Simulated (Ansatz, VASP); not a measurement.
**One calculation of MnS, two programs**

```
CELL_PARAMETERS angstrom
0.00000 2.50989 2.50989
2.50989 0.00000 2.50989
2.50989 2.50989 0.00000
ATOMIC_POSITIONS crystal
Mn 0.00000 0.00000 0.00000
S 0.50000 0.50000 0.50000
```

Alike in both runs: task relaxation of cell and atoms; functional PBE; dispersion D3(BJ); k mesh 12 × 12 × 12; occupations gaussian, width 0.1 eV; collinear spin.

|  | VASP | Ansatz |
| --- | --- | --- |
| version | VASP 6.6.1 | Ansatz 0.2.0 |
| potentials or method | VASP PAW PBE potentials, release 64 (Mn_pv, S), cutoff 600 eV | scalar-relativistic, plane waves, PAW |
| valence electrons in the cell | 19 | 21 |

|  | VASP | Ansatz | Ansatz less VASP |
| --- | --- | --- | --- |
| gap on the k mesh at the Fermi level, each at its own relaxed structure (eV) | none | none | - |
| net moment per atom (μB) | 2.17 | 2.17 | -0.001 |
| size of the moment on the site where the two differ most (μB) | 3.98 | 3.89 | -0.096 |
| relaxed volume (Å³/atom) | 15.81 | 15.81 | 0.000 |
| relaxed length of the cell vector where the two differ most in proportion (Å) | 3.550 | 3.550 | 0.0000 |

Site moments also hang on the region over which each program counts them. A gap of «none» marks a metal or a gap that the smearing closes. VASP's potentials hold 19 valence electrons a cell and Ansatz's 21, so a difference there can come from the potentials and not from the codes. Ansatz's warnings: dispersion switch in reach, relaxed geometry near dispersion switch.

Noted on VASP's run: the relaxation stopped at its first step, so nothing moved.
